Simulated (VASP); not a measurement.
# InSb (Pmmn) in VASP: notebook, part 3 of 3

VASP 6.6.1. Earlier steps stand in the parts before.

### Step 6. Electric field gradients, LDA (volume scaled by 1.01)

Input file INCAR:

```
SYSTEM = InSb
PREC = Accurate
ENCUT = 520
EDIFF = 1E-8
ISMEAR = -1
SIGMA = 0.08
LREAL = .FALSE.
LASPH = .TRUE.
NELM = 60
ALGO = Normal
ISIF = 2
LWAVE = .FALSE.
LCHARG = .FALSE.
GGA = CA
LEFG = .TRUE.
NBANDS = 26
```

Input file KPOINTS:

```
Automatic mesh
0
G
  6 6 11
  0 0 0
```

Input file POSCAR:

```
InSb
1.0
    5.3747974729      0.0000000000      0.0000000000
    0.0000000000      5.7309768836      0.0000000000
    0.0000000000      0.0000000000      3.0731761545
In Sb
2 2
Direct
    0.0000000000      0.0000000000      0.0000000000
    0.5000000000      0.5000000000      0.0000000000
    0.5000000000      0.0000000000      0.8350000000
    0.0000000000      0.5000000000      0.1650000000
```

Potentials or basis: VASP PAW LDA potentials, release 64 (In_d, Sb).

On the command line:

```console
$ cat potpaw_LDA.64/In_d/POTCAR potpaw_LDA.64/Sb/POTCAR > POTCAR
$ mpirun -np 1 vasp_std > vasp.out
```

OUTCAR:

```text
SYSTEM = InSb
   PREC = Accurate
   ENCUT = 520
   EDIFF = 1E-8
   ISMEAR = -1
   LREAL = .FALSE.
   LASPH = .TRUE.
   NELM = 60
   ISIF = 2
   GGA = CA

 ion  position               nearest neighbor table
   1  0.000  0.000  0.000-   3 2.73   3 2.73   4 2.91   4 2.91   3 3.72   3 3.72   4 3.85   4 3.85
                             2 3.93   2 3.93   2 3.93   2 3.93
   2  0.500  0.500  0.000-   4 2.73   4 2.73   3 2.91   3 2.91   4 3.72   4 3.72   3 3.85   3 3.85
                             1 3.93   1 3.93   1 3.93   1 3.93
   3  0.500  0.000  0.835-   1 2.73   1 2.73   2 2.91   2 2.91   1 3.72   1 3.72   2 3.85   2 3.85

   4  0.000  0.500  0.165-   2 2.73   2 2.73   1 2.91   1 2.91   2 3.72   2 3.72   1 3.85   1 3.85

  LATTYP: Found a simple orthorhombic cell.
 ALAT       =     3.0731761545
 B/A-ratio  =     1.7489389487
 C/A-ratio  =     1.8648383937

  Lattice vectors:

 A1 = (   0.0000000000,   0.0000000000,   3.0731761545)
 A2 = (   5.3747974729,   0.0000000000,   0.0000000000)
 A3 = (   0.0000000000,   5.7309768836,   0.0000000000)

Analysis of symmetry for initial positions (statically):
[... 907 lines left out ...]
      2.68740      0.00000      2.56610         0.000000      0.000000     -0.588879
      0.00000      2.86549      0.50707         0.000000      0.000000      0.588879
 -----------------------------------------------------------------------------------
    total drift:                               -0.000000      0.000000     -0.000000

  FREE ENERGIE OF THE ION-ELECTRON SYSTEM (eV)
  ---------------------------------------------------
  free  energy   TOTEN  =       -15.5542487099 eV

  energy  without entropy=      -15.5241109515  energy(sigma->0) =      -15.53917983

 Electric field gradients (V/A^2)
---------------------------------------------------------------------
 ion       V_xx      V_yy      V_zz      V_xy      V_xz      V_yz
---------------------------------------------------------------------
   1     -84.369    12.576    71.793     0.000    -0.000    -0.000
   2     -84.369    12.576    71.793     0.000    -0.000    -0.000
   3     -82.436   -73.101   155.537     0.000     0.000    -0.000
   4     -82.436   -73.101   155.537     0.000    -0.000    -0.000
---------------------------------------------------------------------

 Electric field gradients after diagonalization (V/A^2)
 (convention: |V_zz| > |V_xx| > |V_yy|)
----------------------------------------------------------------------
 ion       V_xx      V_yy      V_zz     asymmetry (V_yy - V_xx)/ V_zz
----------------------------------------------------------------------
   1      71.793    12.576   -84.369       0.702
   2      71.793    12.576   -84.369       0.702
   3     -82.436   -73.101   155.537       0.060
   4     -82.436   -73.101   155.537       0.060
----------------------------------------------------------------------

           NMR quadrupolar parameters

 Cq : quadrupolar parameter    Cq=e*Q*V_zz/h
 eta: asymmetry parameters     (V_yy - V_xx)/ V_zz
 Q  : nuclear electric quadrupole moment in mb (millibarn)
----------------------------------------------------------------------
 ion       Cq(MHz)       eta       Q (mb)
----------------------------------------------------------------------
   1      -0.204       0.702       1.000
   2      -0.204       0.702       1.000
   3       0.376       0.060       1.000
   4       0.376       0.060       1.000
----------------------------------------------------------------------
```

OSZICAR:

```text
N       E                     dE             d eps       ncg     rms          rms(c)
DAV:   1     0.298830206423E+03    0.29883E+03   -0.15795E+04  4992   0.156E+03
DAV:   2     0.106129162734E+02   -0.28822E+03   -0.28150E+03  5208   0.379E+02
DAV:   3    -0.147336921651E+02   -0.25347E+02   -0.24778E+02  6242   0.128E+02
DAV:   4    -0.156779129057E+02   -0.94422E+00   -0.94065E+00  5972   0.257E+01
DAV:   5    -0.157315648262E+02   -0.53652E-01   -0.53646E-01  7754   0.552E+00    0.695E+00
DAV:   6    -0.155890274746E+02    0.14254E+00   -0.22842E-01  6914   0.768E+00    0.376E+00
DAV:   7    -0.155570962702E+02    0.31931E-01   -0.94159E-02  7162   0.337E+00    0.705E-01
DAV:   8    -0.155545206328E+02    0.25756E-02   -0.12130E-02  6638   0.137E+00    0.436E-01
DAV:   9    -0.155542558016E+02    0.26483E-03   -0.91666E-04  6364   0.175E-01    0.112E-01
DAV:  10    -0.155542496285E+02    0.61731E-05   -0.48165E-05  6846   0.745E-02    0.407E-02
DAV:  11    -0.155542489028E+02    0.72572E-06   -0.60080E-06  6442   0.247E-02    0.211E-02
DAV:  12    -0.155542487111E+02    0.19173E-06   -0.62318E-07  6250   0.546E-03    0.467E-03
DAV:  13    -0.155542487153E+02   -0.41646E-08   -0.11844E-07  6956   0.396E-03    0.108E-03
DAV:  14    -0.155542487099E+02    0.53938E-08   -0.16110E-08  3852   0.100E-03
   1 F= -.15554249E+02 E0= -.15539180E+02  d E =-.301378E-01
```

stdout:

```text
POSCAR found type information on POSCAR InSb
 POSCAR found :  2 types and       4 ions
 scaLAPACK will be used
 LDA part: xc-table for (Slater(with rela. corr.)+CA(PZ))
 , standard interpolation
 POSCAR, INCAR and KPOINTS ok, starting setup
 FFT: planning ... GRIDC
 FFT: planning ... GRID_SOFT
 FFT: planning ... GRID
 WAVECAR not read
 entering main loop
ion   1

ion   2

ion   3

ion   4
```

It took 2 min on 1 thread of AMD EPYC 9R45 (Zen 5), shared host; peak memory 0.29 GiB.

Results:

- Free energy: -15.5542 eV
- Pressure: 10.8 GPa
- Largest force: 0.589 eV/Å
- Band gap on the k mesh: zero (band 18 reaches 10.87 eV, above the bottom of band 19 at 7.62 eV)

Forces on the atoms (eV/Å):
```
In   0.000  0.000  0.242
In   0.000  0.000 -0.242
Sb   0.000  0.000 -0.589
Sb   0.000  0.000  0.589
```

Levels at points of the mesh, in eV from the Fermi level:
```tsv
k point	band 15	band 16	band 17	band 18	band 19	band 20	band 21	band 22
(0.00, 0.00, 0.00)	-5.68	-2.92	-2.75	-2.17	3.15	4.24	4.26	6.22
(0.50, 0.00, 0.00)	-4.38	-4.38	0.98	0.98	4.23	4.23	4.61	4.61
(0.00, 0.50, 0.00)	-4.57	-4.57	-0.37	-0.37	3.80	3.80	4.46	4.46
(0.50, 0.50, 0.00)	-0.40	-0.40	1.31	1.31	2.40	2.40	2.69	2.69
```

Electric field gradients, principal values (V/Å²):
```
atom    least   middle  greatest (by size)
1 In   12.576   71.793             -84.369
2 In   12.576   71.793             -84.369
3 Sb  -73.101  -82.436             155.537
4 Sb  -73.101  -82.436             155.537
```

Caveat: without QUAD_EFG the Cq values of the log hold for a quadrupole moment of 1 mb, not for the nuclei; spin-orbit coupling is left out, which moves the levels of the heavy elements.

### Step 7. The runs side by side

| cell | gap on the mesh (eV) | pressure (GPa) | largest force (eV/Å) |
| --- | --- | --- | --- |
| a = 5.427, b = 5.787, c = 3.103 Å, 4 atoms | none | 7.8 | 0.51 |
| a = 5.321, b = 5.674, c = 3.042 Å, 4 atoms | none | 14.2 | 0.67 |
| a = 5.375, b = 5.731, c = 3.073 Å, 4 atoms | none | 10.8 | 0.59 |

Alike in all rows: task electric field gradients; level LDA; potentials or basis VASP PAW LDA potentials, release 64 (In_d, Sb); no spin polarisation; k mesh 6 × 6 × 11; cutoff (eV) 520; smearing fermi-dirac 0.08 eV.

Caveats: spin-orbit coupling is left out, which moves the levels of the heavy elements.

Absolute energies hang on the potentials; compare differences alone.
